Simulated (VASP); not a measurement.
Write the native input for VASP 6.6.1 that does the following.

- Task: relaxation of cell and atoms
- Functional: PBEsol
- Potentials or basis: VASP PAW PBE potentials, release 64 (Cs_sv)
- Cutoff: 600 eV
- k mesh: 8 × 8 × 8
- Occupations: fermi-dirac, width 0.08 eV
- Spin: no spin polarisation
- Target pressure: 1.8 GPa
- Dipole correction: no
- Further INCAR settings: ALGO = Normal; EDIFF = 1e-06; IBRION = 2; EDIFFG = -0.005; NSW = 32; ISIF = 3

The structure of Cs lies in POSCAR:

```
Cs
1.0
    0.0000000000      4.1100567965      4.1100567965
    4.1100567965      0.0000000000      4.1100567965
    4.1100567965      4.1100567965      0.0000000000
Cs
2
Direct
   -0.1250000000     -0.1250000000     -0.1250000000
    0.1250000000      0.1250000000      0.1250000000
```

This isn't the form of Cs at room conditions, which is bcc.

These files were run (other wordings do the same):

INCAR

```
SYSTEM = Cs
PREC = Accurate
ENCUT = 600
EDIFF = 1E-6
ISMEAR = -1
SIGMA = 0.08
LREAL = .False.
LASPH = .True.
NELM = 100
ALGO = Normal
ISIF = 3
LWAVE = .False.
LCHARG = .False.
GGA = PS
IBRION = 2
NSW = 32
EDIFFG = -0.005
PSTRESS = 18.0
```

KPOINTS

```
Automatic mesh
0
Gamma
  8 8 8
  0 0 0
```

Potentials or basis: VASP PAW PBE potentials, release 64 (Cs_sv).

Run with:

```sh
$ cat potpaw_PBE.64/Cs_sv/POTCAR > POTCAR
$ mpirun -np 1 vasp_std > vasp.out
```

It gave:

* Relaxed volume: 69.74 Å³/atom
* Relaxed cell: a = 5.821 Å, b = 5.821 Å, c = 5.821 Å, α = 60.00°, β = 60.00°, γ = 60.00°
* Space group after relaxing (to 0.1 Å): Fd-3m (No. 227)
* Energy change on relaxing (the run minimises the enthalpy): -3.5 meV/atom
* Ionic steps: 3
* Pressure after relaxing: 1.8 GPa
* Band gap on the k mesh: zero (bands 9 and 10 overlap by 0.19 eV)

Caveat: the cell is relaxed towards a set pressure, so the run minimises the enthalpy, not the energy; the PAW data sets were made with another functional, which shifts forces and pressure a little; spin-orbit coupling is left out, which moves the levels of the heavy elements.

It took 4 min on 1 thread of Intel Xeon 8259CL, on a shared host, peak memory 0.36 GiB.
